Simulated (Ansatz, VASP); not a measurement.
Given: the input of a run of Ansatz 0.2.0 on Rh.

Contents of input.yaml:

```yaml
crystal:
  lattice:
    - [0.0, 1.9104189093, 1.9104189093]
    - [1.9104189093, 0.0, 1.9104189093]
    - [1.9104189093, 1.9104189093, 0.0]
  atoms:
    - { symbol: Rh, position: [0.0, 0.0, 0.0] }
hamiltonian:
  xc: lda
  pseudopotentials: { kind: paw }
kpoints:
  mp_grid: { grid: [12, 12, 12] }
scf:
  occupations: { method: fermi_dirac, width: 0.05 }
output:
  forces: true
  stress: true
  eigenvalues: true
```

Potentials or basis: Ansatz PAW.

Run with:

```sh
$ ansatz run input.yaml --threads 2 --pin off --max-ram 5632MiB --backend cpu --events-out ev --progress --plain --runs-dir out
```

Task: Translate it to VASP 6.6.1. Potentials there: VASP PAW LDA potentials, release 64 (Rh_sv_GW).

Result: As run (the cutoff follows the program's own potentials):

INCAR

```
SYSTEM = Rh
ALGO = Normal ; EDIFF = 1E-6
ENCUT = 530 ; GGA_COMPAT = .FALSE.
ISIF = 2 ; ISMEAR = -1
LASPH = .TRUE. ; LCHARG = .FALSE.
LREAL = .FALSE. ; LWAVE = .FALSE.
NBANDS = 14 ; NELM = 120
PREC = Accurate ; SIGMA = 0.05
```

KPOINTS

```
k-points
0
G
  12 12 12
  0 0 0
```

File POSCAR:

```
Rh
1.0
    0.0000000000      1.9104189093      1.9104189093
    1.9104189093      0.0000000000      1.9104189093
    1.9104189093      1.9104189093      0.0000000000
Rh
1
Direct
    0.0000000000      0.0000000000      0.0000000000
```

Potentials or basis: VASP PAW LDA potentials, release 64 (Rh_sv_GW).

Run with:

```bash
$ cat potpaw_LDA.64/Rh_sv_GW/POTCAR > POTCAR
$ mpirun -np 1 vasp_std > vasp.out
```

Both were run:

|  | VASP | Ansatz | Ansatz less VASP |
| --- | --- | --- | --- |
| gap on the k mesh at the Fermi level (eV) | none | none | - |
| pressure (GPa) | -16.9 | -14.9 | +1.98 |

LDA's correlation is that of Perdew and Zunger in VASP and of Perdew and Wang (1992) in Ansatz. A gap of «none» marks a metal or a gap that the smearing closes.
